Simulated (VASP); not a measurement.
# Be (P-1) in VASP: a series of runs

The runs below take Be through single point, with LDA.

Everything below comes from runs of VASP 6.6.1. Logs are shortened: lines on timing, memory, paths and dates and some standing lists are left out, and cuts for length are marked.

**1. The cell of the first run**

The typed cell holds 2 atoms: a = 2.285 Å, b = 2.285 Å, c = 3.584 Å, α = 90.00°, β = 90.00°, γ = 120.00°.

**2. Single point, LDA**

Contents of INCAR:

```
SYSTEM = Be
  PREC = Accurate
  ENCUT = 520
  EDIFF = 1E-6
  ISMEAR = 0
  SIGMA = 0.05
  LREAL = .False.
  LASPH = .True.
  NELM = 100
  ALGO = Normal
  ISIF = 2
  LWAVE = .False.
  LCHARG = .False.
  GGA = CA
  NBANDS = 9
```

Contents of KPOINTS:

```
Automatic mesh
0
Gamma
  10 10 6
  0 0 0
```

Contents of POSCAR:

```
Be
1.0
    2.2853000000      0.0000000000      0.0000000000
   -1.1426500000      1.9791278553      0.0000000000
    0.0000000000      0.0000000000      3.5842000000
Be
2
Direct
    0.6882380000      0.3384440000      0.7501790000
    0.3173940000      0.6567560000      0.2585440000
```

Potentials or basis: VASP PAW LDA potentials, release 64 (Be).

On the command line:

```bash
$ cat potpaw_LDA.64/Be/POTCAR > POTCAR
$ mpirun -np 1 vasp_std > vasp.out
```

OUTCAR:

```text
SYSTEM = Be
   PREC = Accurate
   ENCUT = 520
   EDIFF = 1E-6
   ISMEAR = 0
   LREAL = .False.
   LASPH = .True.
   NELM = 100
   ISIF = 2
   GGA = CA

 ion  position               nearest neighbor table
   1  0.688  0.338  0.750-   2 2.16   2 2.21   2 2.22   2 2.23   2 2.27   2 2.28
   2  0.317  0.657  0.259-   1 2.16   1 2.21   1 2.22   1 2.23   1 2.27   1 2.28

  LATTYP: Found a hexagonal cell.
 ALAT       =     2.2853000000
 C/A-ratio  =     1.5683717674

  Lattice vectors:

 A1 = (   2.2853000000,   0.0000000000,   0.0000000000)
 A2 = (  -1.1426500000,   1.9791278553,   0.0000000000)
 A3 = (   0.0000000000,   0.0000000000,   3.5842000000)

Analysis of symmetry for initial positions (statically):
=====================================================================
 Subroutine PRICEL returns:
 Original cell was already a primitive cell.

 Routine SETGRP: Setting up the symmetry group for a
 hexagonal supercell.

 Subroutine GETGRP returns: Found  2 space group operations
 (whereof  1 operations were pure point group operations)
 out of a pool of 24 trial point group operations.

The static configuration has the point symmetry C_1 .
 The point group associated with its full space group is S_2 .

Analysis of symmetry for dynamics (positions and initial velocities):
=====================================================================
 Subroutine PRICEL returns:
 Original cell was already a primitive cell.

 Routine SETGRP: Setting up the symmetry group for a
 hexagonal supercell.

 Subroutine GETGRP returns: Found  2 space group operations
 (whereof  1 operations were pure point group operations)
 out of a pool of 24 trial point group operations.

The dynamic configuration has the point symmetry C_1 .
 The point group associated with its full space group is S_2 .

 Subroutine INISYM returns: Found  2 space group operations
 (whereof  1 operations are pure point group operations),
 and found     1 'primitive' translations

----------------------------------------------------------------------------------------

                                     Primitive cell

  volume of cell :      16.2110

  direct lattice vectors                    reciprocal lattice vectors
     2.285300000  0.000000000  0.000000000     0.437579311  0.252636533  0.000000000
    -1.142650000  1.979127855  0.000000000     0.000000000  0.505273066  0.000000000
     0.000000000  0.000000000  3.584200000     0.000000000  0.000000000  0.279002288

  length of vectors
     2.285300000  2.285300000  3.584200000     0.505273066  0.505273066  0.279002288

  position of ions in fractional coordinates (direct lattice)
     0.688238000  0.338444000  0.750179000
     0.317394000  0.656756000  0.258544000

  ion indices of the primitive-cell ions
   primitive index   ion index
                 1           1
                 2           2

----------------------------------------------------------------------------------------

 KPOINTS: Automatic mesh

Automatic generation of k-mesh.
 Grid dimensions read from file:
 generate k-points for:   10   10    6

 Generating k-lattice:

  Cartesian coordinates                     Fractional coordinates (reciprocal lattice)
     0.043757931  0.025263653  0.000000000     0.100000000  0.000000000  0.000000000
     0.000000000  0.050527307  0.000000000     0.000000000  0.100000000  0.000000000
     0.000000000  0.000000000  0.046500381     0.000000000  0.000000000  0.166666667

  Length of vectors
     0.050527307  0.050527307  0.046500381

  Shift w.r.t. Gamma in fractional coordinates (k-lattice)
     0.000000000  0.000000000  0.000000000

 Subroutine IBZKPT returns following result:
 ===========================================

 Found    304 irreducible k-points:

 Following reciprocal coordinates:
            Coordinates               Weight
  0.000000  0.000000  0.000000      1.000000
  0.100000  0.000000  0.000000      2.000000
  0.000000  0.100000  0.000000      2.000000
 -0.100000  0.100000  0.000000      2.000000
  0.200000  0.000000  0.000000      2.000000
  0.000000  0.200000  0.000000      2.000000
[... 16 lines left out ...]
 -0.200000  0.300000  0.000000      2.000000
  0.100000  0.200000  0.000000      2.000000
 [... further k-points ...]
   k-points           NKPTS =    304   k-points in BZ     NKDIM =    304   number of bands    NBANDS=      9
   number of dos      NEDOS =    301   number of ions     NIONS =      2
   total plane-waves  NPLWV =   9072
   dimension x,y,z NGX =    18 NGY =   18 NGZ =   28
   dimension x,y,z NGXF=    36 NGYF=   36 NGZF=   56
   ions per type =               2
   NGX,Y,Z   is equivalent  to a cutoff of  13.09, 13.09, 12.99 a.u.
   NGXF,Y,Z  is equivalent  to a cutoff of  26.19, 26.19, 25.97 a.u.
 SYSTEM =  Be
   PREC   = accura    normal or accurate (medium, high low for compatibility)
   ISTART =      0    job   : 0-new  1-cont  2-samecut
   ICHARG =      2    charge: 1-file 2-atom 10-const
   ISPIN  =      1    spin polarized calculation?
   LNONCOLLINEAR =      F non collinear calculations
   LSORBIT =      F    spin-orbit coupling
   LASPH  =      T    aspherical Exc in radial PAW
   ENCUT  =  520.0 eV  38.22 Ry    6.18 a.u.   4.25  4.25  6.66*2*pi/ulx,y,z
   NELM   =    100;   NELMIN=  2; NELMDL= -5     # of ELM steps
   EDIFF  = 0.1E-05   stopping-criterion for ELM
   LREAL  =      F    real-space projection
   EDIFFG = 0.1E-04   stopping-criterion for IOM
   NSW    =      0    number of steps for IOM
   IBRION =     -1    ionic relax: 0-MD 1-quasi-New 2-CG
   NFREE  =      0    steps in history (QN), initial steepest desc. (CG)
   ISIF   =      2    stress and relaxation
   ISYM   =      2    0-nonsym 1-usesym 2-fastsym
   POTIM  = 0.5000    time-step for ionic-motion
   TEBEG  =    0.0;   TEEND  =   0.0 temperature during run
   PSTRESS=    0.0 pullay stress
   NELECT =       4.0000    total number of electrons
   NUPDOWN=      -1.0000    fix difference up-down
   EMIN   =  10.00;   EMAX   =-10.00  energy-range for DOS
   EFERMI =   0.00;   METHOD = LEGACY
   ISMEAR =     0;   SIGMA  =   0.05  broadening in eV -4-tet -1-fermi 0-gaus
   EFERMI_NEDOS =   21; number of points for ismear=-14 and -15
   IALGO  =     38    algorithm
   IMIX   =      4    mixing-type and parameters
     AMIX     =   0.40;   BMIX     =  1.00
     AMIX_MAG =   1.60;   BMIX_MAG =  1.00
  volume/ion in A,a.u.               =       8.11        54.70
  Fermi-wavevector in a.u.,A,eV,Ry     =   1.026814  1.940397 14.345258  1.054347
  Thomas-Fermi vector in A             =   2.160726
   LORBIT       =      0    0 simple, 1 ext, 2 COOP (PROOUT), +10 PAW based schemes
   GGA     = CA    functional components
   LHFCALC =     F    Hartree Fock is set to
   AEXX    =    0.0000 exact exchange contribution
   IVDW    =     0    specifies the selected vdW correction
   LEPSILON=     F    determine dielectric tensor
   LRPA    =     F    only Hartree local field effects (RPA)
 non-spin polarized calculation
 Gauss-broadening in eV      SIGMA  =   0.05
  energy-cutoff  :      520.00
  volume of cell :       16.21
 maximum number of plane-waves:       451
 NGX is ok and might be reduce to    18
   NGX =  9   NGY =  9   NGZ = 13

 number of electron       4.0000000 magnetization

 Free energy of the ion-electron system (eV)
  ---------------------------------------------------
  ext. energy  EPLUGINS =         0.00000000
  ---------------------------------------------------
  free energy    TOTEN  =        -8.35321415 eV

  energy without entropy =       -8.35279524  energy(sigma->0) =       -8.35300469

 E-fermi :   6.5850     XC(G=0): -10.5389

 val. band max:        6.5672561595   @ k =   0.5000   0.3000   0.0000
 cond. band min:       6.5879853661   @ k =  -0.2000   0.4000   0.0000
 fundamental gap:      0.0207292066
 Fermi energy:         6.5850187286

 k-point     1 :       0.0000    0.0000    0.0000
  band No.  band energies     occupation
      1      -4.4951      2.00000
      2       2.2589      2.00000
      3       7.7791      0.00000
      4      21.7042      0.00000
      5      22.1695      0.00000
      6      24.3512      0.00000
      7      25.0803      0.00000
      8      26.8226      0.00000
      9      33.3052      0.00000

 k-point     2 :       0.1000    0.0000    0.0000
  band No.  band energies     occupation
      1      -4.2157      2.00000
      2       2.6281      2.00000
      3       7.8444      0.00000
      4      19.9003      0.00000
      5      20.6641      0.00000
      6      24.8487      0.00000
      7      25.0554      0.00000
      8      26.1863      0.00000
      9      29.9203      0.00000

 k-point     3 :       0.0000    0.1000    0.0000
  band No.  band energies     occupation
      1      -4.2154      2.00000
      2       2.6262      2.00000
      3       7.8542      0.00000
      4      19.9271      0.00000
      5      20.5782      0.00000
      6      24.4616      0.00000
      7      25.4348      0.00000
      8      26.2736      0.00000
      9      30.2140      0.00000

 k-point     4 :      -0.1000    0.1000    0.0000
  band No.  band energies     occupation
      1      -4.2153      2.00000
      2       2.6259      2.00000
      3       7.8558      0.00000
      4      19.9406      0.00000
      5      20.5448      0.00000
      6      24.4797      0.00000
      7      25.4351      0.00000
      8      26.2873      0.00000
      9      30.2416      0.00000
[... 205 lines left out ...]
 k-point    22 :      -0.3000    0.2000    0.0000
  band No.  band energies     occupation
      1      -2.5341      2.00000
      2       4.8164      2.00000
      3       8.0287      0.00000
      4      14.0447      0.00000
      5      16.4488      0.00000
      6      21.9427      0.00000
      7      22.8340      0.00000
      8      23.7932      0.00000
      9      27.9436      0.00000

 k-point    23 :      -0.2000    0.3000    0.0000
  band No.  band energies     occupation
      1      -2.5324      2.00000
      2       4.8053      2.00000
      3       8.0659      0.00000
      4      14.0487      0.00000
      5      16.3537      0.00000
      6      22.1403      0.00000
      7      22.8468      0.00000
      8      23.6338      0.00000
      9      28.1643      0.00000

 k-point    24 :       0.1000    0.2000    0.0000
  band No.  band energies     occupation
      1      -2.5343      2.00000
      2       4.8195      2.00000
      3       8.0122      0.00000
      4      14.0687      0.00000
      5      16.4708      0.00000
      6      21.8876      0.00000
      7      22.8025      0.00000
      8      23.7906      0.00000
      9      27.9640      0.00000

 [... further k-points ...]
[... 5 lines left out ...]
  --------------------------------------------------------------------------------------
  -------------------------------------------------------------------------------------
  Total       -0.5819957     -0.6606870     -1.0204635      0.1263478     -0.0133186     -0.0280430
  in kB      -57.5202893    -65.2975745   -100.8553068     12.4873119     -1.3163184     -2.7715685
  external PRESSURE =     -74.5577235 kB  Pullay stress =       0.0000000 kB

 VOLUME and BASIS-vectors are now :
 -----------------------------------------------------------------------------
  energy-cutoff  :      520.00
  volume of cell :       16.21
      direct lattice vectors                 reciprocal lattice vectors
     2.285300000  0.000000000  0.000000000     0.437579311  0.252636533  0.000000000
    -1.142650000  1.979127855  0.000000000     0.000000000  0.505273066  0.000000000
     0.000000000  0.000000000  3.584200000     0.000000000  0.000000000  0.279002288

 POSITION                                       TOTAL-FORCE (eV/Angst)
 -----------------------------------------------------------------------------------
      1.18611      0.66982      2.68879        -0.257089     -0.123013      0.207933
     -0.02510      1.29980      0.92667         0.257089      0.123013     -0.207933
 -----------------------------------------------------------------------------------
    total drift:                                0.000000     -0.000000      0.000000

  FREE ENERGIE OF THE ION-ELECTRON SYSTEM (eV)
  ---------------------------------------------------
  free  energy   TOTEN  =        -8.3532141451 eV

  energy  without entropy=       -8.3527952448  energy(sigma->0) =       -8.35300469
```

It took 19 s on 1 thread of AMD EPYC 7R13 (Zen 3), shared host; peak memory 0.11 GiB.

Results:

```
Free energy            : -8.3532 eV
Pressure               : -7.5 GPa
Largest force          : 0.353 eV/Å
Band gap on the k mesh : zero (band 2 reaches 6.95 eV, above the bottom of band 3 at 6.25 eV)
```

Forces in eV/Å, atoms in the order of the input:
```
Be  -0.257 -0.123  0.208
Be   0.257  0.123 -0.208
```

**3. Single point, LDA**

Contents of INCAR:

```
SYSTEM = Be
PREC = Accurate ; ENCUT = 520
EDIFF = 1E-6 ; ISMEAR = 0
SIGMA = 0.025 ; LREAL = .False.
LASPH = .True. ; NELM = 100
ALGO = Fast ; ISIF = 2
LWAVE = .False. ; LCHARG = .False.
GGA = CA ; NBANDS = 9
```

Contents of KPOINTS:

```
regular mesh
0
Gamma
  10 10 6
  0 0 0
```

POSCAR is that of step 2.

Potentials or basis: VASP PAW LDA potentials, release 64 (Be).

On the command line:

```bash
$ cat potpaw_LDA.64/Be/POTCAR > POTCAR
$ mpirun -np 1 vasp_std > vasp.out
```

Wall time 21 s (1 thread of AMD EPYC 7R13 (Zen 3), shared host); peak memory 0.11 GiB.

It converged, with:

* Free energy: -8.3531 eV
* Pressure: -7.4 GPa
* Largest force: 0.354 eV/Å
* Band gap on the k mesh: zero (band 2 reaches 6.95 eV, above the bottom of band 3 at 6.25 eV)

Forces in eV/Å, atoms in the order of the input:
```
Be  -0.260 -0.124  0.207
Be   0.260  0.124 -0.207
```

Stress tensor (GPa, compression positive):
```
 -5.65   1.17  -0.28
  1.17  -6.38  -0.13
 -0.28  -0.13 -10.30
```

Levels at points of the mesh, in eV from the Fermi level:
| k point | band 1 | band 2 | band 3 | band 4 | band 5 | band 6 | band 7 |
| --- | --- | --- | --- | --- | --- | --- | --- |
| (0.00, 0.00, 0.00) | -11.08 | -4.32 | 1.20 | 15.12 | 15.59 | 17.77 | 18.50 |
| (0.50, 0.00, 0.00) | -4.77 | -3.34 | 3.82 | 5.97 | 7.12 | 9.04 | 9.72 |
| (0.00, 0.50, 0.00) | -4.96 | -2.97 | 3.39 | 6.43 | 6.60 | 9.04 | 10.10 |
| (0.50, 0.50, 0.00) | -4.99 | -2.92 | 3.34 | 6.34 | 6.69 | 9.03 | 10.15 |
| (0.00, 0.00, 0.50) | -9.02 | -8.90 | 10.29 | 10.83 | 16.78 | 16.90 | 17.00 |
| (0.50, 0.00, 0.50) | -3.68 | -3.62 | 1.74 | 1.77 | 11.43 | 11.74 | 14.49 |
| (0.00, 0.50, 0.50) | -3.58 | -3.49 | 1.47 | 1.50 | 11.40 | 11.71 | 15.00 |
| (0.50, 0.50, 0.50) | -3.56 | -3.46 | 1.43 | 1.46 | 11.40 | 11.71 | 15.06 |

**4. Single point, LDA**

Contents of INCAR:

```
PREC = Accurate ; ENCUT = 520
EDIFF = 1E-6 ; ISMEAR = 0
SIGMA = 0.01 ; LREAL = F
LASPH = T ; NELM = 80
ALGO = Normal ; ISIF = 2
LWAVE = F ; LCHARG = T
LELF = T ; LVHAR = T
NBANDS = 9
```

Contents of KPOINTS:

```
Automatic mesh
0
Gamma
  10 10 6
```

POSCAR is that of step 3.

Potentials or basis: VASP PAW LDA potentials, release 64 (Be).

On the command line:

```bash
$ cat potpaw_LDA.64/Be/POTCAR > POTCAR
$ mpirun -np 1 vasp_std > vasp.out
```

OUTCAR:

```text
PREC = Accurate
   ENCUT = 520
   EDIFF = 1E-6
   ISMEAR = 0
   LREAL = F
   LASPH = T
   NELM = 80
   ISIF = 2

 ion  position               nearest neighbor table
   1  0.688  0.338  0.750-   2 2.16   2 2.21   2 2.22   2 2.23   2 2.27   2 2.28
   2  0.317  0.657  0.259-   1 2.16   1 2.21   1 2.22   1 2.23   1 2.27   1 2.28

  LATTYP: Found a hexagonal cell.
 ALAT       =     2.2853000000
 C/A-ratio  =     1.5683717674

  Lattice vectors:

 A1 = (   2.2853000000,   0.0000000000,   0.0000000000)
 A2 = (  -1.1426500000,   1.9791278553,   0.0000000000)
[... 467 lines left out ...]
      4      14.0688      0.00000
      5      16.4709      0.00000
      6      21.8873      0.00000
      7      22.8027      0.00000
      8      23.7908      0.00000
      9      27.9641      0.00000

 [... further k-points ...]
[... 5 lines left out ...]
  --------------------------------------------------------------------------------------
  -------------------------------------------------------------------------------------
  Total       -0.5537959     -0.6449486     -1.0585638      0.1131425     -0.0132449     -0.0283866
  in kB      -54.7332208    -63.7420987   -104.6208634     11.1821922     -1.3090277     -2.8055331
  external PRESSURE =     -74.3653943 kB  Pullay stress =       0.0000000 kB

 VOLUME and BASIS-vectors are now :
 -----------------------------------------------------------------------------
  energy-cutoff  :      520.00
  volume of cell :       16.21
      direct lattice vectors                 reciprocal lattice vectors
     2.285300000  0.000000000  0.000000000     0.437579311  0.252636533  0.000000000
    -1.142650000  1.979127855  0.000000000     0.000000000  0.505273066  0.000000000
     0.000000000  0.000000000  3.584200000     0.000000000  0.000000000  0.279002288

 POSITION                                       TOTAL-FORCE (eV/Angst)
 -----------------------------------------------------------------------------------
      1.18611      0.66982      2.68879        -0.263233     -0.122679      0.206505
     -0.02510      1.29980      0.92667         0.263233      0.122679     -0.206505
 -----------------------------------------------------------------------------------
    total drift:                                0.000000     -0.000000      0.000000

  FREE ENERGIE OF THE ION-ELECTRON SYSTEM (eV)
  ---------------------------------------------------
  free  energy   TOTEN  =        -8.3530045241 eV

  energy  without entropy=       -8.3529901150  energy(sigma->0) =       -8.35299732
```

Run time: 20 s. Hardware: 1 thread of AMD EPYC 7R13 (Zen 3), shared host; peak memory 0.11 GiB.

What came out:

| Item | Value |
| --- | --- |
| Free energy | -8.3530 eV |
| Pressure | -7.4 GPa |
| Largest force | 0.356 eV/Å |
| Band gap on the k mesh | zero (band 2 reaches 6.95 eV, above the bottom of band 3 at 6.25 eV) |

Forces in eV/Å, atoms in the order of the input:
```
Be  -0.263 -0.123  0.207
Be   0.263  0.123 -0.207
```

**5. Single point, LDA**

Contents of INCAR:

```
SYSTEM = Be
PREC = Accurate ; ENCUT = 520
EDIFF = 1E-6 ; ISMEAR = 0
SIGMA = 0.005 ; LREAL = .FALSE.
LASPH = .TRUE. ; NELM = 60
ALGO = Normal ; ISIF = 2
LWAVE = .FALSE. ; LCHARG = .FALSE.
NBANDS = 9
```

Contents of KPOINTS:

```
regular mesh
0
G
  10 10 6
  0 0 0
```

POSCAR is that of step 4.

On the command line:

```bash
$ cat potpaw_LDA.64/Be/POTCAR > POTCAR
$ mpirun -np 1 vasp_std > vasp.out
```

Run time: 19 s. Hardware: 1 thread of AMD EPYC 7R13 (Zen 3), shared host; peak memory 0.11 GiB.

It converged, with:

```yaml
Free_energy: -8.3530 eV
Pressure: -7.4 GPa
Largest_force: 0.357 eV/Å
Band_gap_on_the_k_mesh: zero (band 2 reaches 6.95 eV, above the bottom of band 3 at 6.25 eV)
```

Forces on the atoms (eV/Å):
```
Be  -0.264 -0.122  0.206
Be   0.264  0.122 -0.206
```

Stress tensor (GPa, compression positive):
```
 -5.44   1.10  -0.28
  1.10  -6.36  -0.13
 -0.28  -0.13 -10.51
```

Levels at points of the mesh, in eV from the Fermi level:
```csv
k point,band 1,band 2,band 3,band 4,band 5
"(0.00, 0.00, 0.00)",-11.07,-4.32,1.20,15.13,15.59
"(0.50, 0.00, 0.00)",-4.77,-3.34,3.82,5.97,7.12
"(0.00, 0.50, 0.00)",-4.96,-2.97,3.40,6.44,6.61
"(0.50, 0.50, 0.00)",-4.98,-2.92,3.34,6.34,6.69
"(0.00, 0.00, 0.50)",-9.01,-8.89,10.30,10.83,16.79
"(0.50, 0.00, 0.50)",-3.68,-3.61,1.75,1.78,11.43
"(0.00, 0.50, 0.50)",-3.57,-3.48,1.47,1.51,11.40
"(0.50, 0.50, 0.50)",-3.55,-3.46,1.43,1.46,11.40
```

**6. The runs side by side**

```csv
smearing,gap on the mesh (eV),pressure (GPa),largest force (eV/Å)
gaussian 0.05 eV,none,-7.5,0.35
gaussian 0.025 eV,none,-7.4,0.35
gaussian 0.01 eV,none,-7.4,0.36
gaussian 0.005 eV,none,-7.4,0.36
```

Alike in all rows: task single point; level LDA; potentials or basis VASP PAW LDA potentials, release 64 (Be); no spin polarisation; cell as given; k mesh 10 × 10 × 6; cutoff (eV) 520.

Every run on the cell as given and a fine mesh finds a metal.

Absolute energies hang on the potentials; compare differences alone.
